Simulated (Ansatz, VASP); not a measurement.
One calculation of TiB2, two programs

INCAR

```
SYSTEM = TiB2
ALGO = Normal
EDIFF = 1E-8
ENCUT = 520
GGA = PE
ISIF = 2
ISMEAR = -1
LASPH = .True.
LCHARG = .False.
LEFG = .True.
LREAL = .False.
LWAVE = .False.
NBANDS = 16
NELM = 80
PREC = Accurate
SIGMA = 0.08
```

KPOINTS

```
k-points
0
Gamma
  15 15 13
  0 0 0
```

POSCAR

```
TiB2
1.0
    3.0291982016     -0.0454379730     -0.0454379730
   -1.5539495397      2.6460815822     -0.0166314524
   -0.0484260000     -0.0484260000      3.2284000000
Ti B
1 2
Direct
    0.0000000000      0.0000000000      0.0000000000
    0.3333333333      0.6666666667      0.5000000000
    0.6666666667      0.3333333333      0.5000000000
```

Input for Ansatz:

```yaml
crystal:
  lattice:
    - [3.0291982016, -0.045437973, -0.045437973]
    - [-1.5539495397, 2.6460815822, -0.0166314524]
    - [-0.048426, -0.048426, 3.2284]
  atoms:
    - { symbol: Ti, position: [0.0, 0.0, 0.0] }
    - { symbol: B, position: [0.3333333333, 0.6666666667, 0.5] }
    - { symbol: B, position: [0.6666666667, 0.3333333333, 0.5] }
kpoints:
  mp_grid: { grid: [15, 15, 13] }
scf:
  occupations: { method: fermi_dirac, width: 0.08 }
hamiltonian:
  xc: pbe
  pseudopotentials: { kind: all_electron, datasets: crystal }
output:
  forces: true
  stress: true
  eigenvalues: true
  efg: { contact_densities: true }
```

Change from the starting cell: equal xy, yz and zx shear strains of -3 %, crystal datasets.

Alike in both runs: task electric field gradients; functional PBE; k mesh 15 × 15 × 13; occupations fermi-dirac, width 0.08 eV; no spin polarisation.

```csv
,VASP,Ansatz
version,VASP 6.6.1,Ansatz 0.2.0
potentials or method,"VASP PAW PBE potentials, release 64 (Ti_sv, B), cutoff 520 eV","all-electron PAW with datasets made for the crystal, scalar-relativistic"
```

Ansatz gave:

```
pressure (GPa)                                                : 1.1
traceless stress, the component that is largest in VASP (GPa) : 9.18
rms of the force components (eV/Å)                            : 0.042
size of Vzz on the site where it differs most (V/Å²)          : 30.6
```

**Question.** Which values does VASP return?

**Answer.** Pressure (GPa): 1.2; traceless stress, the component that is largest in VASP (GPa): 9.18; rms of the force components (eV/Å): 0.043; size of Vzz on the site where it differs most (V/Å²): 27.8.

Atom by atom the forces differ by 0.001 eV/Å (rms over components). Ansatz ran all-electron here, and VASP with PAW potentials.
